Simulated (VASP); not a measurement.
**C: single point with revPBE**

C:

```xyz
1
Lattice="-1.2089 1.2089 1.2089 1.2089 -1.2089 1.2089 1.2089 1.2089 -1.2089" Properties=species:S:1:pos:R:3 pbc="T T T"
C     0.0000    0.0000    0.0000
```

This cell differs from its parent crystal: volume scaled by 1.04.

- Program: VASP 6.6.1
- Task: single point
- Functional: revPBE
- Potentials or basis: VASP PAW PBE potentials, release 64 (C)
- Cutoff: 520 eV
- k mesh: 21 × 21 × 21
- Occupations: fermi-dirac, width 0.1 eV
- Spin: no spin polarisation

The pressure is -6.6 GPa. The band gap on the k mesh is zero (band 2 reaches 16.45 eV, above the bottom of band 3 at 3.13 eV).

Levels at points of the mesh, in eV from the Fermi level:
| k point | band 1 | band 2 | band 3 | band 4 | band 5 | band 6 | band 7 |
| --- | --- | --- | --- | --- | --- | --- | --- |
| (0.00, 0.00, 0.00) | -18.92 | 8.63 | 8.63 | 8.63 | 32.30 | 32.30 | 32.30 |

Wall time 22 s on 1 thread of Intel Xeon 8259CL (shared host), peak memory 0.08 GiB.

Caveat: the PAW data sets were made with another functional, which shifts forces and pressure a little.
